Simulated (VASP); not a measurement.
# Sb in VASP: single point with PBE+D3(BJ)

Aim: the single point of Sb with PBE+D3(BJ).

Everything below comes from runs of VASP 6.6.1. Logs are shortened: lines on timing, memory, paths and dates and some standing lists are left out, and cuts for length are marked.

## 1. The cell of the first run

The cell holds a sheet with vacuum, 2 atoms: a = 4.069 Å, b = 4.069 Å, c = 27.100 Å, α = 90.00°, β = 90.00°, γ = 120.00°.

## 2. Single point, PBE+D3(BJ)

INCAR

```
  ALGO = Normal
  DIPOL = 0.5 0.5 0.289
  EDIFF = 1E-6
  ENCUT = 400
  GGA = PE
  GGA_COMPAT = F
  IDIPOL = 3
  ISIF = 2
  ISMEAR = 0
  IVDW = 12
  LASPH = T
  LCHARG = F
  LDIPOL = T
  LREAL = F
  LWAVE = F
  NBANDS = 12
  NELM = 120
  NELMDL = -8
  PREC = Accurate
  SIGMA = 0.03
```

KPOINTS

```
k-points
0
Gamma
  12 12 1
```

POSCAR

```
Sb
1.0
    4.0685005379      0.0000000000      0.0000000000
   -2.0342502689      3.5234248211      0.0000000000
    0.0000000000      0.0000000000     27.1000000030
Sb
2
Direct
    0.3333333333      0.6666666667      0.2583030261
    0.6666666667      0.3333333333      0.3191877487
```

Potentials or basis: VASP PAW PBE potentials, release 64 (Sb).

Launch:

```sh
> cat potpaw_PBE.64/Sb/POTCAR > POTCAR
> mpirun -np 1 vasp_std > vasp.out
```

OUTCAR:

```text
EDIFF = 1E-6
   ENCUT = 400
   GGA = PE
   ISIF = 2
   ISMEAR = 0
   IVDW = 12
   LASPH = T
   LREAL = F
   NELM = 120
   NELMDL = -8
   PREC = Accurate
 IVDW          = 12

 ion  position               nearest neighbor table
   1  0.333  0.667  0.258-   2 2.87   2 2.87   2 2.87
   2  0.667  0.333  0.319-   1 2.87   1 2.87   1 2.87

  LATTYP: Found a hexagonal cell.
 ALAT       =     4.0685005379
 C/A-ratio  =     6.6609306673

  Lattice vectors:

 A1 = (   4.0685005379,   0.0000000000,   0.0000000000)
 A2 = (  -2.0342502689,   3.5234248211,   0.0000000000)
 A3 = (   0.0000000000,   0.0000000000,  27.1000000030)

Analysis of symmetry for initial positions (statically):
=====================================================================
 Subroutine PRICEL returns:
 Original cell was already a primitive cell.

 Routine SETGRP: Setting up the symmetry group for a
 hexagonal supercell.

 Subroutine GETGRP returns: Found 12 space group operations
 (whereof  6 operations were pure point group operations)
 out of a pool of 24 trial point group operations.

The static configuration has the point symmetry C_3v.
 The point group associated with its full space group is D_3d.

Analysis of symmetry for dynamics (positions and initial velocities):
=====================================================================
 Subroutine PRICEL returns:
 Original cell was already a primitive cell.

 Routine SETGRP: Setting up the symmetry group for a
 hexagonal supercell.

 Subroutine GETGRP returns: Found 12 space group operations
 (whereof  6 operations were pure point group operations)
 out of a pool of 24 trial point group operations.

The dynamic configuration has the point symmetry C_3v.
 The point group associated with its full space group is D_3d.

 Subroutine INISYM returns: Found 12 space group operations
 (whereof  6 operations are pure point group operations),
 and found     1 'primitive' translations

----------------------------------------------------------------------------------------

                                     Primitive cell

  volume of cell :     388.4800

  direct lattice vectors                    reciprocal lattice vectors
     4.068500538  0.000000000  0.000000000     0.245790800  0.141907384  0.000000000
    -2.034250269  3.523424821  0.000000000     0.000000000  0.283814769  0.000000000
     0.000000000  0.000000000 27.100000003     0.000000000  0.000000000  0.036900369

  length of vectors
     4.068500538  4.068500538 27.100000003     0.283814769  0.283814769  0.036900369

  position of ions in fractional coordinates (direct lattice)
     0.333333333  0.666666667  0.258303026
     0.666666667  0.333333333  0.319187749

  ion indices of the primitive-cell ions
   primitive index   ion index
                 1           1
                 2           2

----------------------------------------------------------------------------------------

 KPOINTS: k-points

Automatic generation of k-mesh.
 Grid dimensions read from file:
 generate k-points for:   12   12    1

 Generating k-lattice:

  Cartesian coordinates                     Fractional coordinates (reciprocal lattice)
     0.020482567  0.011825615  0.000000000     0.083333333  0.000000000  0.000000000
     0.000000000  0.023651231  0.000000000     0.000000000  0.083333333  0.000000000
     0.000000000  0.000000000  0.036900369     0.000000000  0.000000000  1.000000000

  Length of vectors
     0.023651231  0.023651231  0.036900369

  Shift w.r.t. Gamma in fractional coordinates (k-lattice)
     0.000000000  0.000000000  0.000000000

 Subroutine IBZKPT returns following result:
 ===========================================

 Found     19 irreducible k-points:

 Following reciprocal coordinates:
            Coordinates               Weight
  0.000000  0.000000  0.000000      1.000000
  0.083333 -0.000000  0.000000      6.000000
  0.166667 -0.000000  0.000000      6.000000
  0.250000 -0.000000  0.000000      6.000000
  0.333333 -0.000000  0.000000      6.000000
  0.416667 -0.000000  0.000000      6.000000
[... 11 lines left out ...]
  0.333333  0.250000  0.000000     12.000000
  0.333333  0.333333  0.000000      2.000000
   k-points           NKPTS =     19   k-points in BZ     NKDIM =     19   number of bands    NBANDS=     12
   number of dos      NEDOS =    301   number of ions     NIONS =      2
   total plane-waves  NPLWV = 141120
   dimension x,y,z NGX =    28 NGY =   28 NGZ =  180
   dimension x,y,z NGXF=    56 NGYF=   56 NGZF=  360
   ions per type =               2
   NGX,Y,Z   is equivalent  to a cutoff of  11.44, 11.44, 11.04 a.u.
   NGXF,Y,Z  is equivalent  to a cutoff of  22.88, 22.88, 22.08 a.u.
 SYSTEM =  unknown system
   PREC   = accura    normal or accurate (medium, high low for compatibility)
   ISTART =      0    job   : 0-new  1-cont  2-samecut
   ICHARG =      2    charge: 1-file 2-atom 10-const
   ISPIN  =      1    spin polarized calculation?
   LNONCOLLINEAR =      F non collinear calculations
   LSORBIT =      F    spin-orbit coupling
   LASPH  =      T    aspherical Exc in radial PAW
   ENCUT  =  400.0 eV  29.40 Ry    5.42 a.u.   6.63  6.63 44.19*2*pi/ulx,y,z
   NELM   =    120;   NELMIN=  2; NELMDL= -8     # of ELM steps
   EDIFF  = 0.1E-05   stopping-criterion for ELM
   LREAL  =      F    real-space projection
   EDIFFG = 0.1E-04   stopping-criterion for IOM
   NSW    =      0    number of steps for IOM
   IBRION =     -1    ionic relax: 0-MD 1-quasi-New 2-CG
   NFREE  =      0    steps in history (QN), initial steepest desc. (CG)
   ISIF   =      2    stress and relaxation
   ISYM   =      2    0-nonsym 1-usesym 2-fastsym
   POTIM  = 0.5000    time-step for ionic-motion
   TEBEG  =    0.0;   TEEND  =   0.0 temperature during run
   PSTRESS=    0.0 pullay stress
   NELECT =      10.0000    total number of electrons
   NUPDOWN=      -1.0000    fix difference up-down
   EMIN   =  10.00;   EMAX   =-10.00  energy-range for DOS
   EFERMI =   0.00;   METHOD = LEGACY
   ISMEAR =     0;   SIGMA  =   0.03  broadening in eV -4-tet -1-fermi 0-gaus
   EFERMI_NEDOS =   21; number of points for ismear=-14 and -15
   IALGO  =     38    algorithm
   IMIX   =      4    mixing-type and parameters
     AMIX     =   0.40;   BMIX     =  1.00
     AMIX_MAG =   1.60;   BMIX_MAG =  1.00
  volume/ion in A,a.u.               =     194.24      1310.80
  Fermi-wavevector in a.u.,A,eV,Ry     =   0.483376  0.913449  3.179036  0.233653
  Thomas-Fermi vector in A             =   1.482506
   LORBIT       =      0    0 simple, 1 ext, 2 COOP (PROOUT), +10 PAW based schemes
   GGA     = PE    functional components
   LHFCALC =     F    Hartree Fock is set to
   AEXX    =    0.0000 exact exchange contribution
   IVDW    =    12    specifies the selected vdW correction
   LEPSILON=     F    determine dielectric tensor
   LRPA    =     F    only Hartree local field effects (RPA)
 non-spin polarized calculation
 Gauss-broadening in eV      SIGMA  =   0.03
  energy-cutoff  :      400.00
  volume of cell :      388.48
 maximum number of plane-waves:      7125
 NGX is ok and might be reduce to    28
   NGX = 13   NGY = 13   NGZ = 89

 dipolmoment           0.000000      0.000000      0.000001 electrons x Angstroem

 number of electron      10.0000000 magnetization

 dipolmoment           0.000000      0.000000     -0.000000 electrons x Angstroem

 Free energy of the ion-electron system (eV)
  ---------------------------------------------------
  ext. energy  EPLUGINS =         0.00000000
  ---------------------------------------------------
  free energy    TOTEN  =        -8.10045045 eV

  energy without entropy =       -8.10045045  energy(sigma->0) =       -8.10045045

 E-fermi :  -2.8347     XC(G=0):  -2.0127

 val. band max:       -2.9640682606   @ k =   0.0000   0.0000   0.0000
 cond. band min:      -1.7763538847   @ k =   0.3333  -0.0000   0.0000
 fundamental gap:      1.1877143758
 Fermi energy:        -2.8347499290

 k-point     1 :       0.0000    0.0000    0.0000
  band No.  band energies     occupation
      1     -14.4602      2.00000
      2      -9.3911      2.00000
      3      -3.7289      2.00000
      4      -2.9641      2.00000
      5      -2.9641      2.00000
      6      -1.3269      0.00000
      7      -0.1653      0.00000
      8      -0.1653      0.00000
      9       1.2221      0.00000
     10       1.4941      0.00000
     11       1.9360      0.00000
     12       2.2248      0.00000

 k-point     2 :       0.0833   -0.0000    0.0000
  band No.  band energies     occupation
      1     -14.3839      2.00000
      2      -9.3821      2.00000
      3      -3.7190      2.00000
      4      -3.6915      2.00000
      5      -3.1430      2.00000
      6      -0.8446      0.00000
      7      -0.2474      0.00000
      8       0.0043      0.00000
      9       1.3295      0.00000
     10       1.5796      0.00000
     11       2.0192      0.00000
     12       2.3113      0.00000

 k-point     3 :       0.1667   -0.0000    0.0000
  band No.  band energies     occupation
      1     -14.1573      2.00000
      2      -9.3897      2.00000
      3      -4.8404      2.00000
      4      -3.6130      2.00000
      5      -3.5379      2.00000
      6      -1.2128      0.00000
      7       0.3268      0.00000
      8       0.3602      0.00000
      9       1.5824      0.00000
     10       1.8347      0.00000
     11       2.2615      0.00000
     12       2.5577      0.00000
[... 211 lines left out ...]
 k-point    18 :       0.3333    0.2500    0.0000
  band No.  band energies     occupation
      1     -12.0621      2.00000
      2     -11.0638      2.00000
      3      -6.4706      2.00000
      4      -5.2441      2.00000
      5      -4.5267      2.00000
      6      -1.3991      0.00000
      7       0.1683      0.00000
      8       0.6911      0.00000
      9       3.2754      0.00000
     10       3.7966      0.00000
     11       4.0756      0.00000
     12       4.5155      0.00000

 k-point    19 :       0.3333    0.3333    0.0000
  band No.  band energies     occupation
      1     -11.5503      2.00000
      2     -11.5503      2.00000
      3      -6.6487      2.00000
      4      -4.8763      2.00000
      5      -4.8763      2.00000
      6      -1.6079      0.00000
      7       0.5577      0.00000
      8       0.5577      0.00000
      9       3.5643      0.00000
     10       4.3581      0.00000
     11       4.3581      0.00000
     12       4.8152      0.00000

------------------------ aborting loop because EDIFF is reached ----------------------------------------

 vacuum level on the upper side and lower side of the slab       (xc-potential included)        -0.007        -0.007

 Edisp (eV)   -0.47323

 E8    (eV) :    -0.2355

  FORCE on cell =-STRESS in cart. coord.  units (eV):
  Direction    XX          YY          ZZ          XY          YZ          ZX
  --------------------------------------------------------------------------------------
  -------------------------------------------------------------------------------------
  Total       0.02145     0.02145     0.14379     0.00000    -0.00000     0.00000
  in kB       0.08848     0.08848     0.59302     0.00000    -0.00000     0.00000
  external pressure =        0.26 kB  Pullay stress =        0.00 kB

 VOLUME and BASIS-vectors are now :
 -----------------------------------------------------------------------------
  energy-cutoff  :      400.00
  volume of cell :      388.48
      direct lattice vectors                 reciprocal lattice vectors
     4.068500538  0.000000000  0.000000000     0.245790800  0.141907384  0.000000000
    -2.034250269  3.523424821  0.000000000     0.000000000  0.283814769  0.000000000
     0.000000000  0.000000000 27.100000003     0.000000000  0.000000000  0.036900369

 POSITION                                       TOTAL-FORCE (eV/Angst)
 -----------------------------------------------------------------------------------
     -0.00000      2.34895      7.00001         0.000000      0.000000     -0.090767
      2.03425      1.17447      8.64999        -0.000000     -0.000000      0.090767
 -----------------------------------------------------------------------------------
    total drift:                                0.000000     -0.000000     -0.000003

  FREE ENERGIE OF THE ION-ELECTRON SYSTEM (eV)
  ---------------------------------------------------
  free  energy   TOTEN  =        -8.5736823940 eV

  energy  without entropy=       -8.5736823940  energy(sigma->0) =       -8.57368239

 vacuum level on the upper side and lower side of the slab         1.763         1.763
```

Wall time 1.9 min (1 thread of Intel Xeon 6975P-C, shared host); peak memory 0.36 GiB.

What came out:

```
Free energy                : -8.5737 eV
Largest force              : 0.091 eV/Å
Band gap on the k mesh     : 1.19 eV, indirect (least direct gap 1.64 eV)
Dispersion energy per atom : -0.237 eV
```

Forces on the atoms (eV/Å):
```
Sb   0.000  0.000 -0.091
Sb   0.000  0.000  0.091
```

Levels at points of the mesh, in eV from the valence-band top:
```csv
k point,band 1,band 2,band 3,band 4,band 5,band 6,band 7,band 8,band 9,band 10
"(0.00, 0.00, 0.00)",-11.50,-6.43,-0.76,0.00,0.00,1.64,2.80,2.80,4.19,4.46
"(0.50, 0.00, 0.00)",-9.50,-7.89,-3.09,-1.62,-1.60,1.58,2.32,3.53,4.96,6.77
```

Caveat: spin-orbit coupling is left out, which moves the levels of the heavy elements.
